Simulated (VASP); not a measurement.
# CuO (Cccm) in VASP: further runs

Runs on CuO. Level: r2SCAN+U. Tasks: single point.

All numbers are computed with VASP 6.6.1; they aren't measurements. Logs are shortened: lines on timing, memory, paths and dates and some standing lists are left out, and cuts for length are marked.

### 1 The cell of the first run

It takes space group Cccm (No. 66, orthorhombic). Conventional cell: a = 3.982 Å, b = 4.307 Å, c = 5.156 Å, α = 90.00°, β = 90.00°, γ = 90.00°. Cu (site symmetry 2/m) has 4 O at 1.95 Å within 2.6 Å. Within 2.6 Å of O (site symmetry 222) lie 4 Cu at 1.95 Å and 2 O at 2.58 Å.

### 2 Single point, r2SCAN+U, collinear spin

Contents of POSCAR:

```
CuO
1.0
    1.9909680000     -2.1535500000      0.0000000000
    1.9909680000      2.1535500000      0.0000000000
    0.0000000000      0.0000000000      5.1559280000
Cu O
2 2
Direct
    0.0000000000      0.5000000000      0.0000000000
    0.5000000000      0.0000000000      0.5000000000
    0.5000000000      0.5000000000      0.2500000000
    0.5000000000      0.5000000000      0.7500000000
```

Contents of INCAR.step1:

```
  PREC = Accurate
  ENCUT = 520
  ISMEAR = 0
  SIGMA = 0.1
  LREAL = F
  LASPH = T
  NELM = 150
  ISPIN = 2
  MAGMOM = 1 1 0 0
  LMAXMIX = 4
  LDAU = T
  LDAUTYPE = 2
  LDAUL = 2 -1
  LDAUU = 4 0
  LDAUJ = 0 0
  NBANDS = 29
  GGA = PE
  ALGO = Normal
  EDIFF = 1E-4
  LWAVE = T
  LCHARG = F
```

Contents of INCAR.step2:

```
  PREC = Accurate
  ENCUT = 520
  EDIFF = 1E-6
  ISMEAR = 0
  SIGMA = 0.1
  LREAL = F
  LASPH = T
  NELM = 150
  ALGO = Normal
  ISIF = 2
  LWAVE = F
  LCHARG = F
  ISPIN = 2
  MAGMOM = 1 1 0 0
  LORBIT = 11
  LMAXMIX = 4
  LDAU = T
  LDAUTYPE = 2
  LDAUL = 2 -1
  LDAUU = 4 0
  LDAUJ = 0 0
  LDAUPRINT = 1
  METAGGA = R2SCAN
  LMIXTAU = T
  NBANDS = 29
  ISTART = 1
```

Contents of KPOINTS:

```
Automatic mesh
0
Gamma
  6 6 4
```

Potentials or basis: VASP PAW PBE potentials, release 64 (Cu, O).

Started as:

```
$ cat potpaw_PBE.64/Cu/POTCAR potpaw_PBE.64/O/POTCAR > POTCAR
$ cp INCAR.step1 INCAR
$ mpirun -np 1 vasp_std > vasp.out
$ cp INCAR.step2 INCAR
$ mpirun -np 1 vasp_std > vasp.out
```

OUTCAR:

```text
PREC = Accurate
   ENCUT = 520
   EDIFF = 1E-6
   ISMEAR = 0
   LREAL = F
   LASPH = T
   NELM = 150
   ISIF = 2
   ISPIN = 2
   LORBIT = 11
   METAGGA = R2SCAN
   ISTART = 1

 ion  position               nearest neighbor table
   1  0.000  0.500  0.000-   3 1.95   4 1.95   3 1.95   4 1.95
   2  0.500  0.000  0.500-   3 1.95   4 1.95   3 1.95   4 1.95
   3  0.500  0.500  0.250-   1 1.95   2 1.95   2 1.95   1 1.95
   4  0.500  0.500  0.750-   1 1.95   2 1.95   2 1.95   1 1.95

  LATTYP: Found a base centered orthorhombic cell.
 ALAT       =     3.9819360000
 B/A-ratio  =     1.0816597755
 C/A-ratio  =     1.2948294498

  Lattice vectors:

 A1 = (   1.9909680000,  -2.1535500000,   0.0000000000)
 A2 = (   1.9909680000,   2.1535500000,   0.0000000000)
 A3 = (   0.0000000000,   0.0000000000,   5.1559280000)

Analysis of symmetry for initial positions (statically):
=====================================================================
 Subroutine PRICEL returns:
 Original cell was already a primitive cell.

 Routine SETGRP: Setting up the symmetry group for a
 base centered orthorhombic supercell.

 Subroutine GETGRP returns: Found  8 space group operations
 (whereof  4 operations were pure point group operations)
 out of a pool of  8 trial point group operations.

The static configuration has the point symmetry C_2h.
 The point group associated with its full space group is D_2h.

Analysis of symmetry for dynamics (positions and initial velocities):
=====================================================================
 Subroutine PRICEL returns:
 Original cell was already a primitive cell.

 Routine SETGRP: Setting up the symmetry group for a
 base centered orthorhombic supercell.

 Subroutine GETGRP returns: Found  8 space group operations
 (whereof  4 operations were pure point group operations)
 out of a pool of  8 trial point group operations.

The dynamic configuration has the point symmetry C_2h.
 The point group associated with its full space group is D_2h.

Analysis of structural, dynamic, and magnetic symmetry:
=====================================================================
 Subroutine PRICEL returns:
 Original cell was already a primitive cell.

 Routine SETGRP: Setting up the symmetry group for a
 base centered orthorhombic supercell.

 Subroutine GETGRP returns: Found  8 space group operations
 (whereof  4 operations were pure point group operations)
 out of a pool of  8 trial point group operations.

The overall configuration has the point symmetry C_2h.
 The point group associated with its full space group is D_2h.

 Subroutine INISYM returns: Found  8 space group operations
 (whereof  4 operations are pure point group operations),
 and found     1 'primitive' translations

----------------------------------------------------------------------------------------

                                     Primitive cell

  volume of cell :      44.2136

  direct lattice vectors                    reciprocal lattice vectors
     1.990968000 -2.153550000  0.000000000     0.251134122 -0.232174781  0.000000000
     1.990968000  2.153550000  0.000000000     0.251134122  0.232174781  0.000000000
     0.000000000  0.000000000  5.155928000     0.000000000  0.000000000  0.193951506

  length of vectors
     2.932870809  2.932870809  5.155928000     0.342013854  0.342013854  0.193951506
[... 138 lines left out ...]
 -0.0007  0.0000  0.0006  0.0000  0.9760

spin component  2

  0.9497  0.0000  0.0160  0.0000 -0.0008
  0.0000  0.6288  0.0000  0.3103  0.0000
  0.0160  0.0000  0.9710  0.0000  0.0008
  0.0000  0.3103  0.0000  0.6872  0.0000
 -0.0008  0.0000  0.0008  0.0000  0.9693

 occupancies and eigenvectors

  o =  0.3464  v =  0.0000  0.0000  0.0000  0.0000  0.0000 -0.0000 -0.7395  0.0000  0.6731  0.0000      0.0000  0.0000  0.0000  0.0000  0.0000  0.0000  0.0000  0.0000  0.0000  0.0000
  o =  0.9410  v =  0.0000  0.0000  0.0000  0.0000  0.0000  0.8810  0.0000 -0.4716  0.0000  0.0373      0.0000  0.0000  0.0000  0.0000  0.0000  0.0000  0.0000  0.0000  0.0000  0.0000
  o =  0.9525  v =  0.8925 -0.0000 -0.4494 -0.0000  0.0379  0.0000  0.0000  0.0000  0.0000  0.0000      0.0000  0.0000  0.0000  0.0000  0.0000  0.0000  0.0000  0.0000  0.0000  0.0000
  o =  0.9693  v =  0.0000  0.0000  0.0000  0.0000  0.0000  0.0477 -0.0000  0.0101 -0.0000 -0.9988      0.0000  0.0000  0.0000  0.0000  0.0000  0.0000  0.0000  0.0000  0.0000  0.0000
  o =  0.9697  v =  0.0000  0.0000  0.0000  0.0000  0.0000 -0.0000  0.6731 -0.0000  0.7395 -0.0000      0.0000  0.0000  0.0000  0.0000  0.0000  0.0000  0.0000  0.0000  0.0000  0.0000
  o =  0.9747  v =  0.0000  0.6784  0.0000  0.7347  0.0000  0.0000  0.0000  0.0000  0.0000  0.0000      0.0000  0.0000  0.0000  0.0000  0.0000  0.0000  0.0000  0.0000  0.0000  0.0000
  o =  0.9760  v =  0.0489  0.0000  0.0130  0.0000 -0.9987  0.0000  0.0000  0.0000  0.0000  0.0000      0.0000  0.0000  0.0000  0.0000  0.0000  0.0000  0.0000  0.0000  0.0000  0.0000
  o =  0.9796  v =  0.0000  0.0000  0.0000  0.0000  0.0000 -0.4707 -0.0000 -0.8817 -0.0000 -0.0314      0.0000  0.0000  0.0000  0.0000  0.0000  0.0000  0.0000  0.0000  0.0000  0.0000
  o =  0.9815  v = -0.4483  0.0000 -0.8932  0.0000 -0.0336  0.0000  0.0000  0.0000  0.0000  0.0000      0.0000  0.0000  0.0000  0.0000  0.0000  0.0000  0.0000  0.0000  0.0000  0.0000
  o =  1.0306  v = -0.0000  0.7347 -0.0000 -0.6784 -0.0000  0.0000  0.0000  0.0000  0.0000  0.0000      0.0000  0.0000  0.0000  0.0000  0.0000  0.0000  0.0000  0.0000  0.0000  0.0000

atom =   2  type =  1  l = 2

 onsite density matrix

spin component  1

  0.9584  0.0000 -0.0116  0.0000  0.0007
  0.0000  1.0049  0.0000  0.0279  0.0000
 -0.0116  0.0000  0.9756  0.0000  0.0006
  0.0000  0.0279  0.0000  1.0004  0.0000
  0.0007  0.0000  0.0006  0.0000  0.9760

spin component  2

  0.9497  0.0000 -0.0160  0.0000  0.0008
  0.0000  0.6288  0.0000 -0.3103  0.0000
 -0.0160  0.0000  0.9710  0.0000  0.0008
  0.0000 -0.3103  0.0000  0.6872  0.0000
  0.0008  0.0000  0.0008  0.0000  0.9693

 occupancies and eigenvectors

  o =  0.3464  v =  0.0000  0.0000  0.0000  0.0000  0.0000  0.0000  0.7395 -0.0000  0.6731 -0.0000      0.0000  0.0000  0.0000  0.0000  0.0000  0.0000  0.0000  0.0000  0.0000  0.0000
  o =  0.9410  v =  0.0000  0.0000  0.0000  0.0000  0.0000  0.8810  0.0000  0.4716 -0.0000 -0.0373      0.0000  0.0000  0.0000  0.0000  0.0000  0.0000  0.0000  0.0000  0.0000  0.0000
  o =  0.9525  v =  0.8925  0.0000  0.4494 -0.0000 -0.0379  0.0000  0.0000  0.0000  0.0000  0.0000      0.0000  0.0000  0.0000  0.0000  0.0000  0.0000  0.0000  0.0000  0.0000  0.0000
  o =  0.9693  v =  0.0000  0.0000  0.0000  0.0000  0.0000 -0.0477  0.0000  0.0101 -0.0000 -0.9988      0.0000  0.0000  0.0000  0.0000  0.0000  0.0000  0.0000  0.0000  0.0000  0.0000
  o =  0.9697  v =  0.0000  0.0000  0.0000  0.0000  0.0000 -0.0000 -0.6731 -0.0000  0.7395 -0.0000      0.0000  0.0000  0.0000  0.0000  0.0000  0.0000  0.0000  0.0000  0.0000  0.0000
  o =  0.9747  v = -0.0000  0.6784  0.0000 -0.7347  0.0000  0.0000  0.0000  0.0000  0.0000  0.0000      0.0000  0.0000  0.0000  0.0000  0.0000  0.0000  0.0000  0.0000  0.0000  0.0000
  o =  0.9760  v = -0.0489  0.0000  0.0130 -0.0000 -0.9987  0.0000  0.0000  0.0000  0.0000  0.0000      0.0000  0.0000  0.0000  0.0000  0.0000  0.0000  0.0000  0.0000  0.0000  0.0000
  o =  0.9796  v =  0.0000  0.0000  0.0000  0.0000  0.0000 -0.4707 -0.0000  0.8817  0.0000  0.0314      0.0000  0.0000  0.0000  0.0000  0.0000  0.0000  0.0000  0.0000  0.0000  0.0000
  o =  0.9815  v = -0.4483 -0.0000  0.8932  0.0000  0.0336  0.0000  0.0000  0.0000  0.0000  0.0000      0.0000  0.0000  0.0000  0.0000  0.0000  0.0000  0.0000  0.0000  0.0000  0.0000
  o =  1.0306  v =  0.0000  0.7347 -0.0000  0.6784 -0.0000  0.0000  0.0000  0.0000  0.0000  0.0000      0.0000  0.0000  0.0000  0.0000  0.0000  0.0000  0.0000  0.0000  0.0000  0.0000

 number of electron      33.9999999 magnetization       1.9999985

 Free energy of the ion-electron system (eV)
  ---------------------------------------------------
  ext. energy  EPLUGINS =         0.00000000
  ---------------------------------------------------
  free energy    TOTEN  =       -34.54101101 eV

  energy without entropy =      -34.54101101  energy(sigma->0) =      -34.54101101

 E-fermi :   4.7730     XC(G=0): -11.9764

 val. band max:        4.4143252495   @ k =   0.5000   0.5000   0.0000
 cond. band min:       5.1318512576   @ k =   0.5000   0.5000   0.0000
 fundamental gap:      0.7175260081
 Fermi energy:         4.7730168607

 spin component 1

 k-point     1 :       0.0000    0.0000    0.0000
  band No.  band energies     occupation
      1     -16.1180      1.00000
      2     -14.8214      1.00000
      3      -4.0503      1.00000
      4      -3.2596      1.00000
      5      -3.1255      1.00000
      6      -1.1091      1.00000
[... 1529 lines left out ...]
     28      23.2143      0.00000
     29      23.8763      0.00000

 [... further k-points ...]
[... 5 lines left out ...]
  --------------------------------------------------------------------------------------
  -------------------------------------------------------------------------------------
  Total       -1.5345329     -1.6956582     -0.8489103      0.0000000      0.0000000      0.0000000
  in kB      -55.6071580    -61.4458875    -30.7621214      0.0000000      0.0000000      0.0000000
  external PRESSURE =     -49.2717223 kB  Pullay stress =       0.0000000 kB

 VOLUME and BASIS-vectors are now :
 -----------------------------------------------------------------------------
  energy-cutoff  :      520.00
  volume of cell :       44.21
      direct lattice vectors                 reciprocal lattice vectors
     1.990968000 -2.153550000  0.000000000     0.251134122 -0.232174781  0.000000000
     1.990968000  2.153550000  0.000000000     0.251134122  0.232174781  0.000000000
     0.000000000  0.000000000  5.155928000     0.000000000  0.000000000  0.193951506

 POSITION                                       TOTAL-FORCE (eV/Angst)
 -----------------------------------------------------------------------------------
      0.99548      1.07678      0.00000         0.000000      0.000000      0.000000
      0.99548     -1.07678      2.57796        -0.000000      0.000000      0.000000
      1.99097      0.00000      1.28898         0.000000     -0.000000      0.000000
      1.99097      0.00000      3.86695         0.000000     -0.000000      0.000000
 -----------------------------------------------------------------------------------
    total drift:                                0.000000     -0.000000     -0.000000

  FREE ENERGIE OF THE ION-ELECTRON SYSTEM (eV)
  ---------------------------------------------------
  free  energy   TOTEN  =       -34.5410110136 eV

  energy  without entropy=      -34.5410110126  energy(sigma->0) =      -34.54101101

 total charge

# of ion       s       p       d       tot
------------------------------------------
    1        0.391   0.405   9.101   9.897
    2        0.391   0.405   9.101   9.897
    3        1.559   3.473   0.000   5.032
    4        1.559   3.473   0.000   5.032
--------------------------------------------------
tot          3.900   7.756  18.203  29.859

 magnetization (x)

# of ion       s       p       d       tot
------------------------------------------
    1       -0.010  -0.003   0.710   0.696
    2       -0.010  -0.003   0.710   0.696
    3        0.021   0.263   0.000   0.284
    4        0.021   0.263   0.000   0.284
--------------------------------------------------
tot          0.021   0.520   1.419   1.960
```

Wall time 4.1 min (1 thread of Intel Xeon Platinum 8259CL at 2.50GHz (Skylake/Cascade Lake), shared host); peak memory 0.23 GiB.

What came out:

| Item | Value |
| --- | --- |
| Free energy | -34.5410 eV |
| Pressure | -4.9 GPa |
| Band gap on the k mesh | 0.72 eV |
| Net moment | 2.00 μB per cell |
| Site moments | Cu +0.70; O +0.28 μB |
| Valence electrons inside the program's atomic spheres | Cu 9.90; O 5.03 |

Stress tensor (GPa, compression positive):
```
-5.56  0.00  0.00
 0.00 -6.14  0.00
 0.00  0.00 -3.08
```

Eigenvalues of the final occupation matrices:
```csv
site,spin,trace,eigenvalues
site 1 d,1,4.92,0.95 0.97 0.98 0.98 1.03
site 1 d,2,4.21,0.35 0.94 0.97 0.97 0.98
site 2 d,1,4.92,0.95 0.97 0.98 0.98 1.03
site 2 d,2,4.21,0.35 0.94 0.97 0.97 0.98
```

Caveat: the cell stands under tension; the PAW data sets were made with another functional, which shifts forces and pressure a little.

### 3 Single point, r2SCAN+U, collinear spin

POSCAR is that of step 2.

Contents of INCAR.step1:

```
PREC = Accurate ; ENCUT = 520
ISMEAR = 0 ; SIGMA = 0.02
LREAL = F ; LASPH = T
NELM = 150 ; ISPIN = 2
MAGMOM = 1 1 0 0 ; LMAXMIX = 4
LDAU = T ; LDAUTYPE = 2
LDAUL = 2 -1 ; LDAUU = 4 0
LDAUJ = 0 0 ; NBANDS = 29
GGA = PE ; ALGO = Normal
EDIFF = 1E-4 ; LWAVE = T
LCHARG = F
```

Contents of INCAR.step2:

```
PREC = Accurate ; ENCUT = 520
EDIFF = 1E-7 ; ISMEAR = 0
SIGMA = 0.02 ; LREAL = F
LASPH = T ; NELM = 150
ALGO = Normal ; ISIF = 2
LWAVE = F ; LCHARG = T
ISPIN = 2 ; MAGMOM = 1 1 0 0
LORBIT = 11 ; LMAXMIX = 4
LDAU = T ; LDAUTYPE = 2
LDAUL = 2 -1 ; LDAUU = 4 0
LDAUJ = 0 0 ; LDAUPRINT = 1
METAGGA = R2SCAN ; LMIXTAU = T
LELF = T ; LVHAR = T
NBANDS = 29 ; ISTART = 1
```

Contents of KPOINTS:

```
Automatic mesh
0
Gamma
  12 12 8
```

Potentials or basis: VASP PAW PBE potentials, release 64 (Cu, O).

Started as:

```
$ cat potpaw_PBE.64/Cu/POTCAR potpaw_PBE.64/O/POTCAR > POTCAR
$ cp INCAR.step1 INCAR
$ mpirun -np 1 vasp_std > vasp.out
$ cp INCAR.step2 INCAR
$ mpirun -np 1 vasp_std > vasp.out
```

Run time: 31 min. Hardware: 1 thread of Oxide Virtual Turin-like, shared host; peak memory 0.44 GiB.

The run converged. Its results:

```yaml
Free_energy: -34.5415 eV
Pressure: -4.9 GPa
Band_gap_on_the_k_mesh: 0.72 eV
Net_moment: 2.00 μB per cell
Site_moments: Cu +0.70; O +0.28 μB
Valence_electrons_inside_the_program's_atomic_spheres: Cu 9.90; O 5.03
```

Stress tensor (GPa, compression positive):
```
-5.57  0.00  0.00
 0.00 -6.15  0.00
 0.00  0.00 -3.08
```

Levels at points of the mesh, in eV from the valence-band top:
Spin up:
| k point | band 14 | band 15 | band 16 | band 17 | band 18 | band 19 | band 20 | band 21 | band 22 | band 23 |
| --- | --- | --- | --- | --- | --- | --- | --- | --- | --- | --- |
| (0.00, 0.00, 0.00) | -3.22 | -3.20 | -2.28 | -0.59 | -0.43 | 1.57 | 6.85 | 7.73 | 13.83 | 15.46 |
| (0.50, 0.00, 0.00) | -3.36 | -3.32 | -2.22 | -0.88 | -0.67 | 4.35 | 6.42 | 7.20 | 11.78 | 12.98 |
| (0.50, 0.50, 0.00) | -4.37 | -4.00 | -2.87 | -2.64 | 0.00 | 2.81 | 7.94 | 9.69 | 10.94 | 11.12 |
| (0.00, 0.00, 0.50) | -3.66 | -2.32 | -2.32 | -1.16 | -1.16 | 3.75 | 3.75 | 12.46 | 12.46 | 14.75 |
| (0.50, 0.00, 0.50) | -4.23 | -3.66 | -2.64 | -1.73 | -0.52 | 5.04 | 6.37 | 8.99 | 9.50 | 13.23 |
| (0.50, 0.50, 0.50) | -3.24 | -2.99 | -2.99 | -2.25 | -2.25 | 4.56 | 4.56 | 10.89 | 10.89 | 12.47 |
Spin down:
```csv
k point,band 12,band 13,band 14,band 15,band 16,band 17,band 18,band 19,band 20,band 21
"(0.00, 0.00, 0.00)",-3.19,-3.06,-2.64,-2.60,-1.51,1.90,2.32,2.55,6.99,8.18
"(0.50, 0.00, 0.00)",-3.78,-2.89,-2.70,-2.58,-1.56,2.18,2.37,4.32,6.83,7.41
"(0.50, 0.50, 0.00)",-3.83,-3.74,-3.47,-2.12,-1.91,0.72,2.74,3.10,7.82,9.86
"(0.00, 0.00, 0.50)",-3.97,-3.30,-3.30,-1.67,-1.67,2.03,2.03,4.14,4.14,12.69
"(0.50, 0.00, 0.50)",-3.66,-3.21,-3.03,-2.44,-2.01,1.60,2.37,5.17,6.76,9.20
"(0.50, 0.50, 0.50)",-4.29,-2.59,-2.59,-2.24,-2.24,1.59,1.59,4.51,4.51,11.21
```

Eigenvalues of the final occupation matrices:
| site | spin | trace | eigenvalues |
| --- | --- | --- | --- |
| site 1 d | 1 | 4.92 | 0.95 0.97 0.98 0.98 1.03 |
| site 1 d | 2 | 4.21 | 0.35 0.94 0.97 0.97 0.98 |
| site 2 d | 1 | 4.92 | 0.95 0.97 0.98 0.98 1.03 |
| site 2 d | 2 | 4.21 | 0.35 0.94 0.97 0.97 0.98 |

Caveat: the cell stands under tension; the PAW data sets were made with another functional, which shifts forces and pressure a little.
